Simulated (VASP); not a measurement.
Crystal: K2NaBCl6.

```
K Na B Cl
1.0
     5.59451    0.00000    0.00000
     0.08887    5.59450    0.00000
     0.84596    0.82319    8.95701
K Na B Cl
2 1 1 6
Direct
  0.57306 0.53977 0.28880
  0.45864 0.43139 0.71682
  0.02469 0.97995 0.49973
  0.07762 0.91844 0.99916
  0.40364 0.96745 0.00285
  0.52026 0.97329 0.51564
  0.02041 0.59397 0.99557
  0.03388 0.48475 0.48369
  0.91331 0.02584 0.17102
  0.97448 0.08516 0.82671
```

Base run:

| Quantity | Value |
| --- | --- |
| Program | VASP 6.6.1 |
| Functional | PBEsol |
| Potentials or basis | VASP PAW PBE potentials, release 64 (K_sv, Na_pv, B, Cl) |
| Cutoff | 520 eV |
| k mesh | 4 × 4 × 4 |
| Occupations | gaussian, width 0.02 eV |
| Spin | no spin polarisation |

Its results: band gap on the k mesh 4.75 eV (least direct gap 4.84 eV); pressure -1.2 GPa; largest force 0.188 eV/Å.

The run is repeated on the same cell with these changes: functional from PBEsol to PBE. What comes out?

Band gap on the k mesh 4.85 eV (least direct gap 4.93 eV); pressure -0.1 GPa; largest force 0.050 eV/Å.

PBE binds less tightly than PBEsol, so the same cell stands under more pressure.

Caveats: the PAW data sets were made with another functional, which shifts forces and pressure a little (at least some runs).

A k mesh can miss the band edges.
